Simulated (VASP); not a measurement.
A run of VASP 6.6.1 is set up as follows.

INCAR

```
PREC = Accurate
ENCUT = 600
EDIFF = 1E-6
ISMEAR = -1
SIGMA = 0.05
LREAL = False
LASPH = True
NELM = 120
ALGO = Normal
ISIF = 2
LWAVE = False
LCHARG = True
GGA = RP
IVDW = 12
LELF = True
LVHAR = True
NBANDS = 55
GGA_COMPAT = False
```

The input KPOINTS:

```
regular mesh
0
Gamma
  9 9 5
```

The input POSCAR:

```
Ga2O3
1.0
    5.9930545592     -1.5154807351     -0.0134809491
    5.9930545592      1.5154807351     -0.0134809491
   -1.3725568909      0.0000000000      5.6302003645
Ga O
4 6
Direct
    0.3406197831      0.3406197831      0.6848111265
    0.6593802169      0.6593802169      0.3151888735
    0.9054117365      0.9054117365      0.1986833421
    0.0945882635      0.0945882635      0.8013166579
    0.5050101824      0.5050101824      0.7526609747
    0.4949898176      0.4949898176      0.2473390253
    0.8301262366      0.8301262366      0.4440581968
    0.1698737634      0.1698737634      0.5559418032
    0.8246635279      0.8246635279      0.8870426450
    0.1753364721      0.1753364721      0.1129573550
```

Potentials or basis: VASP PAW PBE potentials, release 64 (Ga_d, O).

Command:

```console
$ cat potpaw_PBE.64/Ga_d/POTCAR potpaw_PBE.64/O/POTCAR > POTCAR
$ mpirun -np 1 vasp_std > vasp.out
```

Problem. What does it give for the largest force?

Solution. 0.053 eV/Å.

Problem. What does it give for the pressure?

Solution. 0.0 GPa.

Problem. Predict the band gap on the k mesh.

Solution. 2.62 eV (least direct gap 2.63 eV).

Stress tensor (GPa, compression positive):
```
-0.12  0.00  0.01
 0.00  0.06  0.00
 0.01  0.00 -0.08
```

Caveat: the PAW data sets were made with another functional, which shifts forces and pressure a little. A k mesh can miss the band edges.
